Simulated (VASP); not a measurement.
The system is Sr.

```xyz
1
Lattice="-1.8245 1.8245 1.8245 1.8245 -1.8245 1.8245 1.8245 1.8245 -1.8245" Properties=species:S:1:pos:R:3 pbc="T T T"
Sr    0.0000    0.0000    0.0000
```

This isn't the form of Sr at room conditions, which is fcc.

- Program: VASP 6.6.1
- Task: relaxation of cell and atoms
- Functional: PBEsol
- Potentials or basis: VASP PAW PBE potentials, release 64 (Sr_sv)
- Cutoff: 500 eV
- k mesh: 8 × 8 × 8
- Occupations: gaussian, width 0.1 eV
- Spin: no spin polarisation

At the start: pressure 28.7 GPa; volume 24.29 Å³/atom.

Question: How do energy, volume and symmetry change on relaxing?

Answer: Over 5 steps the energy falls by 1445.5 meV/atom and the volume is 51.39 Å³/atom (+111.6 %); space group Im-3m (No. 229, to 0.1 Å) before and after.

The path:
| step | energy change (eV) | largest force (eV/Å) | pressure (GPa) | volume (Å³) |
| --- | --- | --- | --- | --- |
| 1 | 0.0000 | 0.0000 | 28.65 | 24.29 |
| 2 | -1.3800 | 0.0000 | 2.88 | 42.99 |
| 3 | -1.4377 | 0.0000 | 0.89 | 48.02 |
| 4 | -1.4005 | 0.0000 | -1.55 | 59.22 |
| 5 | -1.4455 | 0.0000 | -0.10 | 51.39 |

Final structure:
```
CELL_PARAMETERS angstrom
-2.34217 2.34217 2.34217
2.34217 -2.34217 2.34217
2.34217 2.34217 -2.34217
ATOMIC_POSITIONS crystal
Sr 0.00000 0.00000 0.00000
```

Caveat: the volume moved by over 15 % at a fixed basis, so the end points are rough; the PAW data sets were made with another functional, which shifts forces and pressure a little.
